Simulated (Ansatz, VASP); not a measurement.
Given: the input of a run of Ansatz 0.2.0 on ZrB2.

Contents of input.yaml:

```yaml
crystal:
  lattice:
    - [3.17, 0.0, 0.0]
    - [-1.585, 2.74530053, 0.0]
    - [0.0, 0.0, 3.533]
  atoms:
    - { symbol: Zr, position: [0.0, 0.0, 0.0] }
    - { symbol: B, position: [0.6666666667, 0.3333333333, 0.5] }
    - { symbol: B, position: [0.3333333333, 0.6666666667, 0.5] }
hamiltonian:
  xc:
    exchange: pbe
    correlation: pbe
    exx: { coeff: 0.15, omega: 0.2078699 }
  pseudopotentials: { kind: paw }
kpoints:
  mp_grid: { grid: [6, 6, 4] }
scf:
  occupations: { method: fermi_dirac, width: 0.05 }
output:
  forces: true
  stress: true
  eigenvalues: true
```

Potentials or basis: Ansatz PAW.

The run is started by

```bash
$ ansatz run input.yaml --threads 2 --pin off --max-ram 5632MiB --backend cpu --events-out ev --progress --plain --runs-dir out
```

**Question.** Translate it to VASP 6.6.1. Potentials there: VASP PAW PBE potentials, release 64 (Zr_sv, B).

**Answer.** As run (the cutoff follows the program's own potentials):

POSCAR

```
ZrB2
1.0
    3.1700000000      0.0000000000      0.0000000000
   -1.5850000000      2.7453005300      0.0000000000
    0.0000000000      0.0000000000      3.5330000000
Zr B
1 2
Direct
    0.0000000000      0.0000000000      0.0000000000
    0.6666666667      0.3333333333      0.5000000000
    0.3333333333      0.6666666667      0.5000000000
```

Contents of INCAR.step1:

```
SYSTEM = ZrB2
PREC = Accurate ; ENCUT = 520
EDIFF = 1E-5 ; ISMEAR = -1
SIGMA = 0.05 ; LREAL = .False.
LASPH = .True. ; NELM = 60
ALGO = Normal ; ISIF = 2
LWAVE = .True. ; LCHARG = .False.
GGA = PE ; NBANDS = 16
```

The input INCAR.step2:

```
SYSTEM = ZrB2
PREC = Accurate ; ENCUT = 520
EDIFF = 1E-6 ; ISMEAR = -1
SIGMA = 0.05 ; LREAL = .False.
LASPH = .True. ; NELM = 60
ALGO = Normal ; ISIF = 2
LWAVE = .False. ; LCHARG = .False.
GGA = PE ; LHFCALC = .True.
AEXX = 0.15 ; HFSCREEN = 0.2078699
PRECFOCK = Normal ; ISTART = 1
NBANDS = 16
```

The input KPOINTS:

```
Automatic mesh
0
Gamma
  6 6 4
  0 0 0
```

Potentials or basis: VASP PAW PBE potentials, release 64 (Zr_sv, B).

Run with:

```bash
$ cat potpaw_PBE.64/Zr_sv/POTCAR potpaw_PBE.64/B/POTCAR > POTCAR
$ cp INCAR.step1 INCAR
$ mpirun -np 1 vasp_std > vasp.out
$ cp INCAR.step2 INCAR
$ mpirun -np 1 vasp_std > vasp.out
```

Both were run:

|  | VASP | Ansatz | Ansatz less VASP |
| --- | --- | --- | --- |
| gap on the k mesh at the Fermi level (eV) | none | none | - |
| pressure (GPa) | -0.8 | -0.9 | -0.11 |
| traceless stress, the component that is largest in VASP (GPa) | -1.29 | -1.32 | -0.030 |

VASP's potentials were made for PBE, not for PBE-based screened hybrid. A gap of «none» marks a metal or a gap that the smearing closes.

The k mesh is coarse, so the values compare programs but aren't converged.
